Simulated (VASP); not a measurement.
# Ba3P5 (Pm-3m) in VASP: notebook

Ba3P5 is run at these levels: PBE; tasks: single point.

Everything below comes from runs of VASP 6.6.1. Logs are shortened: lines on timing, memory, paths and dates and some standing lists are left out, and cuts for length are marked.

### 1 The cell of the first run

The structure is cubic, space group Pm-3m (No. 221). Conventional cell: a = 6.062 Å, b = 6.062 Å, c = 6.062 Å, α = 90.00°, β = 90.00°, γ = 90.00°. Ba (site symmetry 4/mmm) has 6 P at 3.03 Å within 4.0 Å. Within 4.0 Å of P (site symmetry m-3m) lie 6 Ba at 3.03 Å. Within 4.0 Å of P (site symmetry 4/mmm) lie 4 Ba at 3.03 Å and 2 P at 3.03 Å. P (site symmetry m-3m) has 6 P at 3.03 Å within 4.0 Å.

### 2 Single point, PBE

Input file INCAR:

```
PREC = Accurate ; ENCUT = 520
EDIFF = 1E-7 ; ISMEAR = 0
SIGMA = 0.1 ; LREAL = False
LASPH = True ; NELM = 80
ALGO = Normal ; ISIF = 2
LWAVE = False ; LCHARG = False
GGA = PE ; NBANDS = 38
```

Input file KPOINTS:

```
Automatic mesh
0
Gamma
  4 4 4
```

Input file POSCAR:

```
Ba3P5
1.0
    6.0620088100      0.0000000000      0.0000000000
    0.0000000000      6.0620088100      0.0000000000
    0.0000000000      0.0000000000      6.0620088100
Ba P
3 5
Direct
    0.0000000000      0.5000000000      0.5000000000
    0.5000000000      0.0000000000      0.5000000000
    0.5000000000      0.5000000000      0.0000000000
    0.5000000000      0.5000000000      0.5000000000
    0.5000000000      0.0000000000      0.0000000000
    0.0000000000      0.5000000000      0.0000000000
    0.0000000000      0.0000000000      0.5000000000
    0.0000000000      0.0000000000      0.0000000000
```

Potentials or basis: VASP PAW PBE potentials, release 64 (Ba_sv, P).

Run with:

```
cat potpaw_PBE.64/Ba_sv/POTCAR potpaw_PBE.64/P/POTCAR > POTCAR
mpirun -np 1 vasp_std > vasp.out
```

OUTCAR:

```text
PREC = Accurate
   ENCUT = 520
   EDIFF = 1E-7
   ISMEAR = 0
   LREAL = False
   LASPH = True
   NELM = 80
   ISIF = 2
   GGA = PE

 ion  position               nearest neighbor table
   1  0.000  0.500  0.500-   4 3.03   6 3.03   7 3.03   6 3.03   7 3.03   4 3.03   3 4.29   2 4.29
                             2 4.29   2 4.29   3 4.29   3 4.29   3 4.29   2 4.29
   2  0.500  0.000  0.500-   4 3.03   5 3.03   7 3.03   5 3.03   4 3.03   7 3.03   3 4.29   1 4.29
                             3 4.29   1 4.29   3 4.29   1 4.29   3 4.29   1 4.29
   3  0.500  0.500  0.000-   4 3.03   5 3.03   6 3.03   4 3.03   5 3.03   6 3.03   2 4.29   2 4.29
                             2 4.29   1 4.29   2 4.29   1 4.29   1 4.29   1 4.29
   4  0.500  0.500  0.500-   1 3.03   2 3.03   3 3.03   3 3.03   2 3.03   1 3.03
   5  0.500  0.000  0.000-   2 3.03   3 3.03   2 3.03   3 3.03
   6  0.000  0.500  0.000-   1 3.03   3 3.03   1 3.03   3 3.03
   7  0.000  0.000  0.500-   1 3.03   2 3.03   1 3.03   2 3.03
   8  0.000  0.000  0.000-

  LATTYP: Found a simple cubic cell.
 ALAT       =     6.0620088100

  Lattice vectors:

 A1 = (   6.0620088100,   0.0000000000,   0.0000000000)
 A2 = (   0.0000000000,   6.0620088100,   0.0000000000)
 A3 = (   0.0000000000,   0.0000000000,   6.0620088100)

Analysis of symmetry for initial positions (statically):
=====================================================================
 Subroutine PRICEL returns:
 Original cell was already a primitive cell.

 Routine SETGRP: Setting up the symmetry group for a
 simple cubic supercell.

 Subroutine GETGRP returns: Found 48 space group operations
 (whereof 48 operations were pure point group operations)
 out of a pool of 48 trial point group operations.

The static configuration has the point symmetry O_h .

Analysis of symmetry for dynamics (positions and initial velocities):
=====================================================================
 Subroutine PRICEL returns:
 Original cell was already a primitive cell.

 Routine SETGRP: Setting up the symmetry group for a
 simple cubic supercell.

 Subroutine GETGRP returns: Found 48 space group operations
 (whereof 48 operations were pure point group operations)
 out of a pool of 48 trial point group operations.

The dynamic configuration has the point symmetry O_h .

 Subroutine INISYM returns: Found 48 space group operations
 (whereof 48 operations are pure point group operations),
 and found     1 'primitive' translations

----------------------------------------------------------------------------------------

                                     Primitive cell

  volume of cell :     222.7664

  direct lattice vectors                    reciprocal lattice vectors
     6.062008810  0.000000000  0.000000000     0.164961819  0.000000000  0.000000000
     0.000000000  6.062008810  0.000000000     0.000000000  0.164961819  0.000000000
     0.000000000  0.000000000  6.062008810     0.000000000  0.000000000  0.164961819

  length of vectors
     6.062008810  6.062008810  6.062008810     0.164961819  0.164961819  0.164961819

  position of ions in fractional coordinates (direct lattice)
     0.000000000  0.500000000  0.500000000
     0.500000000  0.000000000  0.500000000
     0.500000000  0.500000000  0.000000000
     0.500000000  0.500000000  0.500000000
     0.500000000  0.000000000  0.000000000
     0.000000000  0.500000000  0.000000000
     0.000000000  0.000000000  0.500000000
     0.000000000  0.000000000  0.000000000

  ion indices of the primitive-cell ions
   primitive index   ion index
                 1           1
                 2           2
                 3           3
                 4           4
                 5           5
                 6           6
                 7           7
                 8           8

----------------------------------------------------------------------------------------

 KPOINTS: Automatic mesh

Automatic generation of k-mesh.
 Grid dimensions read from file:
 generate k-points for:    4    4    4

 Generating k-lattice:

  Cartesian coordinates                     Fractional coordinates (reciprocal lattice)
     0.041240455  0.000000000  0.000000000     0.250000000  0.000000000  0.000000000
     0.000000000  0.041240455  0.000000000     0.000000000  0.250000000  0.000000000
     0.000000000  0.000000000  0.041240455     0.000000000  0.000000000  0.250000000

  Length of vectors
     0.041240455  0.041240455  0.041240455

  Shift w.r.t. Gamma in fractional coordinates (k-lattice)
     0.000000000  0.000000000  0.000000000

 Subroutine IBZKPT returns following result:
 ===========================================

 Found     10 irreducible k-points:

 Following reciprocal coordinates:
            Coordinates               Weight
  0.000000  0.000000  0.000000      1.000000
  0.250000  0.000000  0.000000      6.000000
  0.500000  0.000000  0.000000      3.000000
  0.250000  0.250000  0.000000     12.000000
  0.500000  0.250000  0.000000     12.000000
  0.500000  0.500000  0.000000      3.000000
  0.250000  0.250000  0.250000      8.000000
  0.500000  0.250000  0.250000     12.000000
  0.500000  0.500000  0.250000      6.000000
  0.500000  0.500000  0.500000      1.000000
   k-points           NKPTS =     10   k-points in BZ     NKDIM =     10   number of bands    NBANDS=     38
   number of dos      NEDOS =    301   number of ions     NIONS =      8
   total plane-waves  NPLWV = 110592
   dimension x,y,z NGX =    48 NGY =   48 NGZ =   48
   dimension x,y,z NGXF=    96 NGYF=   96 NGZF=   96
   ions per type =               3   5
   NGX,Y,Z   is equivalent  to a cutoff of  13.16, 13.16, 13.16 a.u.
   NGXF,Y,Z  is equivalent  to a cutoff of  26.33, 26.33, 26.33 a.u.
 SYSTEM =  unknown system
   PREC   = accura    normal or accurate (medium, high low for compatibility)
   ISTART =      0    job   : 0-new  1-cont  2-samecut
   ICHARG =      2    charge: 1-file 2-atom 10-const
   ISPIN  =      1    spin polarized calculation?
   LNONCOLLINEAR =      F non collinear calculations
   LSORBIT =      F    spin-orbit coupling
   LASPH  =      T    aspherical Exc in radial PAW
   ENCUT  =  520.0 eV  38.22 Ry    6.18 a.u.  11.27 11.27 11.27*2*pi/ulx,y,z
   NELM   =     80;   NELMIN=  2; NELMDL= -5     # of ELM steps
   EDIFF  = 0.1E-06   stopping-criterion for ELM
   LREAL  =      F    real-space projection
   EDIFFG = 0.1E-05   stopping-criterion for IOM
   NSW    =      0    number of steps for IOM
   IBRION =     -1    ionic relax: 0-MD 1-quasi-New 2-CG
   NFREE  =      0    steps in history (QN), initial steepest desc. (CG)
   ISIF   =      2    stress and relaxation
   ISYM   =      2    0-nonsym 1-usesym 2-fastsym
   POTIM  = 0.5000    time-step for ionic-motion
   TEBEG  =    0.0;   TEEND  =   0.0 temperature during run
   PSTRESS=    0.0 pullay stress
   NELECT =      55.0000    total number of electrons
   NUPDOWN=      -1.0000    fix difference up-down
   EMIN   =  10.00;   EMAX   =-10.00  energy-range for DOS
   EFERMI =   0.00;   METHOD = LEGACY
   ISMEAR =     0;   SIGMA  =   0.10  broadening in eV -4-tet -1-fermi 0-gaus
   EFERMI_NEDOS =   21; number of points for ismear=-14 and -15
   IALGO  =     38    algorithm
   IMIX   =      4    mixing-type and parameters
     AMIX     =   0.40;   BMIX     =  1.00
     AMIX_MAG =   1.60;   BMIX_MAG =  1.00
  volume/ion in A,a.u.               =      27.85       187.91
  Fermi-wavevector in a.u.,A,eV,Ry     =   1.027021  1.940788 14.351036  1.054771
  Thomas-Fermi vector in A             =   2.160944
   LORBIT       =      0    0 simple, 1 ext, 2 COOP (PROOUT), +10 PAW based schemes
   GGA     = PE    functional components
   LHFCALC =     F    Hartree Fock is set to
   AEXX    =    0.0000 exact exchange contribution
   IVDW    =     0    specifies the selected vdW correction
   LEPSILON=     F    determine dielectric tensor
   LRPA    =     F    only Hartree local field effects (RPA)
 non-spin polarized calculation
 Gauss-broadening in eV      SIGMA  =   0.10
  energy-cutoff  :      520.00
  volume of cell :      222.77
 maximum number of plane-waves:      6031
 NGX is ok and might be reduce to    48
   NGX = 23   NGY = 23   NGZ = 23

 number of electron      54.9999984 magnetization

 Free energy of the ion-electron system (eV)
  ---------------------------------------------------
  ext. energy  EPLUGINS =         0.00000000
  ---------------------------------------------------
  free energy    TOTEN  =       -32.03514190 eV

  energy without entropy =      -31.96311964  energy(sigma->0) =      -31.99913077

 E-fermi :   2.9929     XC(G=0):  -9.2168

 val. band max:        2.9642692900   @ k =   0.5000   0.5000   0.0000
 cond. band min:       3.0050226426   @ k =   0.2500   0.2500   0.0000
 fundamental gap:      0.0407533526
 Fermi energy:         2.9928989169

 k-point     1 :       0.0000    0.0000    0.0000
  band No.  band energies     occupation
      1     -23.3094      2.00000
      2     -23.2149      2.00000
      3     -23.2149      2.00000
      4      -9.0882      2.00000
      5      -9.0882      2.00000
      6      -9.0882      2.00000
[... 30 lines left out ...]
     37       6.6351      0.00000
     38       6.6351      0.00000

 k-point     2 :       0.2500    0.0000    0.0000
  band No.  band energies     occupation
      1     -23.2970      2.00000
      2     -23.2265      2.00000
      3     -23.2143      2.00000
      4      -9.1578      2.00000
      5      -9.0400      2.00000
      6      -9.0400      2.00000
[... 30 lines left out ...]
     37       7.3464      0.00000
     38       7.3464      0.00000
[... 285 lines left out ...]
     37       8.2702      0.00000
     38       8.5826      0.00000

 k-point    10 :       0.5000    0.5000    0.5000
  band No.  band energies     occupation
      1     -23.2433      2.00000
      2     -23.2433      2.00000
      3     -23.2433      2.00000
      4      -9.7786      2.00000
      5      -9.4771      2.00000
      6      -9.4771      2.00000
[... 30 lines left out ...]
     37       9.1644      0.00000
     38       9.1697      0.00000

------------------------ aborting loop because EDIFF is reached ----------------------------------------

  FORCE on cell =-STRESS in cart. coord.  units (eV):
  Direction    XX          YY          ZZ          XY          YZ          ZX
  --------------------------------------------------------------------------------------
  -------------------------------------------------------------------------------------
  Total        7.0257791      7.0257791      7.0257791     -0.0000000      0.0000000     -0.0000000
  in kB       50.5307079     50.5307079     50.5307079     -0.0000000      0.0000000     -0.0000000
  external PRESSURE =      50.5307079 kB  Pullay stress =       0.0000000 kB

 VOLUME and BASIS-vectors are now :
 -----------------------------------------------------------------------------
  energy-cutoff  :      520.00
  volume of cell :      222.77
      direct lattice vectors                 reciprocal lattice vectors
     6.062008810  0.000000000  0.000000000     0.164961819  0.000000000  0.000000000
     0.000000000  6.062008810  0.000000000     0.000000000  0.164961819  0.000000000
     0.000000000  0.000000000  6.062008810     0.000000000  0.000000000  0.164961819

 POSITION                                       TOTAL-FORCE (eV/Angst)
 -----------------------------------------------------------------------------------
      0.00000      3.03100      3.03100         0.000000      0.000000      0.000000
      3.03100      0.00000      3.03100         0.000000      0.000000      0.000000
      3.03100      3.03100      0.00000         0.000000      0.000000      0.000000
      3.03100      3.03100      3.03100         0.000000      0.000000      0.000000
      3.03100      0.00000      0.00000         0.000000      0.000000      0.000000
      0.00000      3.03100      0.00000         0.000000      0.000000      0.000000
      0.00000      0.00000      3.03100         0.000000      0.000000      0.000000
      0.00000      0.00000      0.00000         0.000000      0.000000      0.000000
 -----------------------------------------------------------------------------------
    total drift:                               -0.000000      0.000000     -0.000000

  FREE ENERGIE OF THE ION-ELECTRON SYSTEM (eV)
  ---------------------------------------------------
  free  energy   TOTEN  =       -32.0351418991 eV

  energy  without entropy=      -31.9631196439  energy(sigma->0) =      -31.99913077
```

It took 71 s on 1 thread of AMD EPYC 9R45 (Zen 5), shared host; peak memory 0.31 GiB.

What came out:

```
Free energy : -32.0351 eV
Pressure    : 5.1 GPa
```

Levels at points of the mesh, in eV from the Fermi level:
```
           k point  band 25  band 26  band 27  band 28  band 29  band 30  band 31  band 32
(0.00, 0.00, 0.00)     0.45     0.45     0.63     0.63     0.63     1.30     1.30     1.30
(0.50, 0.00, 0.00)     0.07     0.15     0.15     0.36     0.40     0.40     1.70     2.76
(0.50, 0.50, 0.00)    -0.30    -0.17    -0.08    -0.08    -0.03     0.06     0.06     3.21
(0.50, 0.50, 0.50)    -1.19    -1.19    -0.63    -0.39    -0.39    -0.39    -0.23    -0.23
```

Caveat: spin-orbit coupling is left out, which moves the levels of the heavy elements.

### 3 Single point, PBE

This run uses another cell than the first one, of 31.03 Å³/atom, 1.114 times its volume.

Input file INCAR:

```
  PREC = Accurate
  ENCUT = 520
  EDIFF = 1E-6
  ISMEAR = 0
  SIGMA = 0.1
  LREAL = F
  LASPH = T
  NELM = 60
  ALGO = Normal
  ISIF = 2
  LWAVE = F
  LCHARG = F
  GGA = PE
  NBANDS = 38
```

Input file KPOINTS:

```
regular mesh
0
Gamma
  4 4 4
```

POSCAR: that of step 2 with these lines changed.

```diff
@@ -2,5 +2,5 @@
 1.0
-    6.0620088100      0.0000000000      0.0000000000
-    0.0000000000      6.0620088100      0.0000000000
-    0.0000000000      0.0000000000      6.0620088100
+    6.2847544187      0.0000000000      0.0000000000
+    0.0000000000      6.2847544187      0.0000000000
+    0.0000000000      0.0000000000      6.2847544187
 Ba P
```

Potentials or basis: VASP PAW PBE potentials, release 64 (Ba_sv, P).

Run with:

```
cat potpaw_PBE.64/Ba_sv/POTCAR potpaw_PBE.64/P/POTCAR > POTCAR
mpirun -np 1 vasp_std > vasp.out
```

It took 62 s on 1 thread of AMD EPYC 9R45 (Zen 5), shared host; peak memory 0.32 GiB.

The run converged. Its results:

```
Free energy : -32.4347 eV
Pressure    : 0.4 GPa
```

Levels at points of the mesh, in eV from the Fermi level:
```csv
k point,band 23,band 24,band 25,band 26,band 27,band 28,band 29,band 30,band 31,band 32
"(0.00, 0.00, 0.00)",0.14,0.34,0.34,0.34,0.63,0.63,0.63,1.70,1.70,1.70
"(0.50, 0.00, 0.00)",-0.09,-0.09,0.09,0.12,0.12,0.31,0.40,0.40,2.06,2.96
"(0.50, 0.50, 0.00)",-0.94,-0.94,-0.26,-0.10,-0.09,-0.09,0.06,0.06,0.08,2.87
"(0.50, 0.50, 0.50)",-1.08,-0.87,-0.87,-0.87,-0.56,-0.34,-0.34,-0.34,-0.08,-0.08
```

Caveat: spin-orbit coupling is left out, which moves the levels of the heavy elements.

### 4 Single point, PBE

This run uses another cell than the first one, of 31.17 Å³/atom, 1.119 times its volume.

INCAR: that of step 3 with these lines changed.

```diff
@@ -7,3 +7,3 @@
   LASPH = T
-  NELM = 60
+  NELM = 100
   ALGO = Normal
```

Input file KPOINTS:

```
Automatic mesh
0
Gamma
  6 6 6
```

POSCAR: that of step 3 with these lines changed.

```diff
@@ -2,5 +2,5 @@
 1.0
-    6.2847544187      0.0000000000      0.0000000000
-    0.0000000000      6.2847544187      0.0000000000
-    0.0000000000      0.0000000000      6.2847544187
+    6.2939805737      0.0000000000      0.0000000000
+    0.0000000000      6.2939805737      0.0000000000
+    0.0000000000      0.0000000000      6.2939805737
 Ba P
```

Run with:

```
cat potpaw_PBE.64/Ba_sv/POTCAR potpaw_PBE.64/P/POTCAR > POTCAR
mpirun -np 1 vasp_std > vasp.out
```

It took 2 min on 1 thread of AMD EPYC 9R45 (Zen 5), shared host; peak memory 0.37 GiB.

It converged, with:

```yaml
Free_energy: -32.4496 eV
Pressure: 0.5 GPa
```

Levels at points of the mesh, in eV from the Fermi level:
```csv
k point,band 26,band 27,band 28,band 29,band 30,band 31
"(0.00, 0.00, 0.00)",0.37,0.63,0.63,0.63,1.73,1.73
"(0.50, 0.00, 0.00)",0.15,0.15,0.32,0.41,0.41,2.09
"(0.50, 0.50, 0.00)",-0.11,-0.06,-0.06,0.07,0.07,0.10
"(0.50, 0.50, 0.50)",-0.86,-0.54,-0.33,-0.33,-0.33,-0.06
```

Caveat: spin-orbit coupling is left out, which moves the levels of the heavy elements.

### 5 Overview

```csv
cell,k mesh,gap on the mesh (eV),pressure (GPa)
"a = 6.062 Å, 8 atoms",4 × 4 × 4,none,5.1
"a = 6.285 Å, 8 atoms",4 × 4 × 4,none,0.4
"a = 6.294 Å, 8 atoms",6 × 6 × 6,none,0.5
```

Alike in all rows: task single point; level PBE; potentials or basis VASP PAW PBE potentials, release 64 (Ba_sv, P); no spin polarisation; cutoff (eV) 520; smearing gaussian 0.1 eV.

Caveats: spin-orbit coupling is left out, which moves the levels of the heavy elements.

Total energies depend on the potentials used, so only differences within one code and one set of settings carry meaning.
